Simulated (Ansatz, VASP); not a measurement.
One calculation of Te2Mo, two programs

```
Te Mo
1.0
     3.54213    0.00000    0.00000
    -1.77107    3.06758    0.00000
     0.00000    0.00000   14.17628
Te Mo
4 2
Direct
  0.33333 0.66667 0.12340
  0.66667 0.33333 0.62342
  0.66667 0.33333 0.87660
  0.33333 0.66667 0.37658
  0.33333 0.66667 0.75001
  0.66667 0.33333 0.24999
```

Alike in both runs: task single point; functional r2SCAN; k mesh 12 × 12 × 2; no spin polarisation.

|  | VASP | Ansatz |
| --- | --- | --- |
| version | VASP 6.6.1 | Ansatz 0.2.0 |
| potentials or method | VASP PAW PBE potentials, release 64 (Te, Mo_sv) | plane waves, PAW |
| plane-wave cutoff (eV) | 520 | 500 |
| occupations | gaussian, width 0.01 eV | fixed |
| valence electrons in the cell | 52 | 92 |

|  | VASP | Ansatz | Ansatz less VASP |
| --- | --- | --- | --- |
| gap on the k mesh at the Fermi level (eV) | 0.93 | 0.93 | +0.006 |
| pressure (GPa) | 1.3 | 1.2 | -0.11 |
| traceless stress, the component that is largest in VASP (GPa) | -0.01 | -0.07 | -0.058 |
| rms of the force components (eV/Å) | 0.004 | 0.016 | +0.0121 |

VASP's potentials were made for PBE, not for r2SCAN. Atom by atom the forces differ by 0.012 eV/Å (rms over components). VASP's potentials hold 52 valence electrons a cell and Ansatz's 92, so a difference there can come from the potentials and not from the codes.

Neither program's run includes spin-orbit coupling.
